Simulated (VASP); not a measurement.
The system is In4Sb3As.

```
As In Sb
1.0
     6.31107    0.00000    0.00000
     0.00000    6.31107    0.00000
     0.00000    0.00000    6.31107
As In Sb
1 4 3
Direct
  0.00000 0.00000 0.00000
  0.75000 0.75000 0.75000
  0.25000 0.25000 0.75000
  0.25000 0.75000 0.25000
  0.75000 0.25000 0.25000
  0.50000 0.50000 0.00000
  0.50000 0.00000 0.50000
  0.00000 0.50000 0.50000
```

```yaml
Program: VASP 6.6.1
Task: relaxation of cell and atoms
Functional: PBE
Potentials_or_basis: VASP PAW PBE potentials, release 64 (As, In_d, Sb)
Cutoff: 600 eV
k_mesh: 4 × 4 × 4
Occupations: fermi-dirac, width 0.02 eV
Spin: no spin polarisation
```

At the start: pressure 5.4 GPa; volume 31.42 Å³/atom.

Q: Where does the relaxation end?

A: Over 8 steps the energy falls by 71.1 meV/atom and the volume is 34.74 Å³/atom (+10.6 %); space group P-43m (No. 215, to 0.1 Å) before and after.

The path:
```
step  energy change (eV)  largest force (eV/Å)  pressure (GPa)  volume (Å³)
   1              0.0000                0.9553            5.35       251.37
   2             -0.4633                0.3305           -1.60       291.53
   3             -0.5097                0.4574           -0.32       281.01
   4             -0.5455                0.2928           -0.18       279.61
   5             -0.5683                0.0130            0.09       277.42
   6             -0.5683                0.0029            0.09       277.34
   7             -0.5684                0.0089           -0.03       278.24
   8             -0.5684                0.0029            0.01       277.92
```

Final structure:
```cif
data_structure
_symmetry_space_group_name_H-M 'P 1'
_symmetry_Int_Tables_number 1
_cell_length_a 6.5259
_cell_length_b 6.5259
_cell_length_c 6.5259
_cell_angle_alpha 90.000
_cell_angle_beta 90.000
_cell_angle_gamma 90.000
_cell_volume 277.92
loop_
_atom_site_label
_atom_site_type_symbol
_atom_site_fract_x
_atom_site_fract_y
_atom_site_fract_z
_atom_site_occupancy
As1 As 0.00000 0.00000 0.00000 1
In1 In 0.75847 0.75847 0.75847 1
In2 In 0.24153 0.24153 0.75847 1
In3 In 0.24153 0.75847 0.24153 1
In4 In 0.75847 0.24153 0.24153 1
Sb1 Sb 0.50000 0.50000 0.00000 1
Sb2 Sb 0.50000 0.00000 0.50000 1
Sb3 Sb 0.00000 0.50000 0.50000 1
```
